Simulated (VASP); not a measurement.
Set up this calculation in VASP 6.6.1, as the native input.

- Task: single point
- Functional: PBE
- Potentials or basis: VASP PAW PBE potentials, release 64 (Ba_sv, Hg, I)
- Cutoff: 520 eV
- k mesh: 2 × 2 × 2
- Occupations: gaussian, width 0.15 eV
- Spin: no spin polarisation
- Dipole correction: no
- Further INCAR settings: ALGO = Normal; EDIFF = 1e-06; NBANDS = 34

The structure of BaHgI4 lies in POSCAR:

```
BaHgI4
1.0
    0.0000000000      5.0578255424      5.0578255424
    5.0578255424      0.0000000000      5.0578255424
    5.0578255424      5.0578255424      0.0000000000
Ba Hg I
1 1 4
Direct
    0.0000000000      0.0000000000      0.0000000000
    0.7500000000      0.7500000000      0.7500000000
    0.8753293839      0.3748902054      0.3748902054
    0.3748902054      0.3748902054      0.3748902054
    0.3748902054      0.3748902054      0.8753293839
    0.3748902054      0.8753293839      0.3748902054
```

The cell was generated, and may not be a known phase.

The input as run:

INCAR

```
SYSTEM = BaHgI4
  PREC = Accurate
  ENCUT = 520
  EDIFF = 1E-6
  ISMEAR = 0
  SIGMA = 0.15
  LREAL = .False.
  LASPH = .True.
  NELM = 100
  ALGO = Normal
  ISIF = 2
  LWAVE = .False.
  LCHARG = .False.
  GGA = PE
  NBANDS = 34
```

KPOINTS

```
regular mesh
0
Gamma
  2 2 2
  0 0 0
```

Potentials or basis: VASP PAW PBE potentials, release 64 (Ba_sv, Hg, I).

Command:

```sh
$ cat potpaw_PBE.64/Ba_sv/POTCAR potpaw_PBE.64/Hg/POTCAR potpaw_PBE.64/I/POTCAR > POTCAR
$ mpirun -np 1 vasp_std > vasp.out
```

It gave:

| Property | Result |
| --- | --- |
| Pressure | 0.2 GPa |
| Largest force | 0.025 eV/Å |
| Band gap on the k mesh | zero (bands 25 and 26 overlap by 0.23 eV) |

Caveat: the k points lie up to 0.54 Å⁻¹ apart; spin-orbit coupling is left out, which moves the levels of the heavy elements.

Run time: 43 s on 1 thread of AMD EPYC 7R43 64-Core Processor (Zen 3), on a shared host, peak memory 0.35 GiB.
